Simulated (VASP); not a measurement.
Wanted: the native input for a VASP 6.6.1 run.

| Property | Result |
| --- | --- |
| Task | single point |
| Functional | HSE06 |
| Potentials or basis | VASP PAW PBE potentials, release 64 (Mg, Te, Zn) |
| Cutoff | 520 eV |
| k mesh | 4 × 4 × 2 |
| Occupations | gaussian, width 0.01 eV |
| Spin | no spin polarisation |
| Dipole correction | no |
| Grid for exact exchange (PRECFOCK) | Normal |
| Further INCAR settings | ALGO = Normal; EDIFF = 1e-06; NBANDS = 21 |
| Share of exact exchange | 0.25 |
| Screening parameter | 0.2079 1/Å |

MgZnTe2:

```
Mg Te Zn
1.0
     4.43271    0.00000    0.00000
     0.00000    4.43271    0.00000
     0.00000    0.00000    6.34199
Mg Te Zn
1 2 1
Direct
  0.00000 0.00000 0.00000
  0.00000 0.50000 0.26494
  0.50000 0.00000 0.73506
  0.50000 0.50000 0.50000
```

One way to write it, as run:

POSCAR

```
MgZnTe2
1.0
    4.4327149132      0.0000000000      0.0000000000
    0.0000000000      4.4327149132      0.0000000000
    0.0000000000      0.0000000000      6.3419944015
Mg Te Zn
1 2 1
Direct
    0.0000000000      0.0000000000      0.0000000000
    0.0000000000      0.5000000000      0.2649432005
    0.5000000000      0.0000000000      0.7350567995
    0.5000000000      0.5000000000      0.5000000000
```

INCAR.step1

```
  ALGO = Normal
  EDIFF = 1E-5
  ENCUT = 520
  GGA = PE
  GGA_COMPAT = F
  ISIF = 2
  ISMEAR = 0
  LASPH = T
  LCHARG = F
  LREAL = F
  LWAVE = T
  NBANDS = 21
  NELM = 120
  PREC = Accurate
  SIGMA = 0.01
```

INCAR.step2

```
  ALGO = Normal
  EDIFF = 1E-6
  ENCUT = 520
  GGA = PE
  GGA_COMPAT = F
  HFSCREEN = 0.2079
  ISIF = 2
  ISMEAR = 0
  ISTART = 1
  LASPH = T
  LCHARG = F
  LHFCALC = T
  LREAL = F
  LWAVE = F
  NBANDS = 21
  NELM = 120
  PREC = Accurate
  PRECFOCK = Normal
  SIGMA = 0.01
```

KPOINTS

```
k-points
0
Gamma
  4 4 2
```

Potentials or basis: VASP PAW PBE potentials, release 64 (Mg, Te, Zn).

Run with:

```bash
$ cat potpaw_PBE.64/Mg/POTCAR potpaw_PBE.64/Te/POTCAR potpaw_PBE.64/Zn/POTCAR > POTCAR
$ cp INCAR.step1 INCAR
$ mpirun -np 1 vasp_std > vasp.out
$ cp INCAR.step2 INCAR
$ mpirun -np 1 vasp_std > vasp.out
```

It gave:

* Pressure: 0.2 GPa
* Largest force: 0.078 eV/Å
* Band gap on the k mesh: 2.41 eV

Caveat: the k points lie up to 0.50 Å⁻¹ apart; the PAW data sets were made with another functional, which shifts forces and pressure a little; spin-orbit coupling is left out, which moves the levels of the heavy elements.

Run time: 53 min on 1 thread of AMD EPYC 7R13, on a shared host, peak memory 0.36 GiB.
